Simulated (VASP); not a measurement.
Here is a VASP 6.6.1 calculation.

File INCAR:

```
PREC     = Accurate       # precision mode
ENCUT    = 520            # plane-wave cutoff, eV
EDIFF    = 1E-6           # SCF threshold, eV
ISMEAR   = 0              # smearing method
SIGMA    = 0.05           # smearing width, eV
LREAL    = False          # projectors in reciprocal space
LASPH    = True           # aspherical terms in the spheres
NELM     = 80             # most SCF steps
ALGO     = Normal         # electronic algorithm
ISIF     = 2              # what is computed and relaxed
LWAVE    = False          # write WAVECAR
LCHARG   = False          # write CHGCAR
GGA      = PS             # functional
NBANDS   = 16             # bands
```

The input KPOINTS:

```
Automatic mesh
0
Gamma
  9 9 6
```

Contents of POSCAR:

```
MgO
1.0
    3.3034677759      0.0000000000      0.0000000000
   -1.6517338880      2.8608870145      0.0000000000
    0.0000000000      0.0000000000      5.0193881071
Mg O
2 2
Direct
    0.3459168432      0.6918336864      0.0036583441
    0.6540831568      0.3081663136      0.5036583441
    0.3216595888      0.6433191775      0.4009416559
    0.6783404112      0.3566808225      0.9009416559
```

Potentials or basis: VASP PAW PBE potentials, release 64 (Mg, O).

Command:

```console
$ cat potpaw_PBE.64/Mg/POTCAR potpaw_PBE.64/O/POTCAR > POTCAR
$ mpirun -np 1 vasp_std > vasp.out
```

Question: Estimate the largest force.

Answer: 0.257 eV/Å.

Question: Predict the pressure.

Answer: -0.4 GPa.

Question: What does it give for the band gap on the k mesh?

Answer: 3.32 eV, direct.

Stress tensor (GPa, compression positive):
```
-0.39  0.00  0.00
 0.00 -0.59  0.00
 0.00  0.00 -0.23
```

Caveat: the cell differs from its parent crystal (mode 4 frozen in at -0.000 Å and mode 5 at +0.072 Å (largest displacements)); the PAW data sets were made with another functional, which shifts forces and pressure a little. A k mesh can miss the band edges.
